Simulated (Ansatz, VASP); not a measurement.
**One calculation of Br, two programs**

```
Br
1.0
     3.49402   -2.07575    0.00000
     3.49402    2.07575    0.00000
     0.00000    0.00000    8.57284
Br
4
Direct
  0.15098 0.84902 0.11910
  0.65098 0.34902 0.38090
  0.84902 0.15098 0.88090
  0.34902 0.65098 0.61910
```

Alike in both runs: functional PBE; dispersion D3(BJ); k mesh 8 × 8 × 4; occupations gaussian, width 0.02 eV; no spin polarisation.

Ansatz relaxed the structure, and its values are those at the end. VASP's run is a single point on that final structure, the one shown.

```csv
,VASP,Ansatz
version,VASP 6.6.1,Ansatz 0.2.0
potentials or method,"VASP PAW PBE potentials, release 64 (Br), cutoff 520 eV","scalar-relativistic, plane waves, PAW"
valence electrons in the cell,28,28
```

```csv
,VASP,Ansatz,Ansatz less VASP
gap on the k mesh at the Fermi level (eV),1.33,1.33,-0.001
least direct gap on the mesh (eV),1.37,1.37,-0.001
pressure (GPa),0.0,0.0,-0.01
rms of the force components (eV/Å),0.005,0.003,-0.0028
```
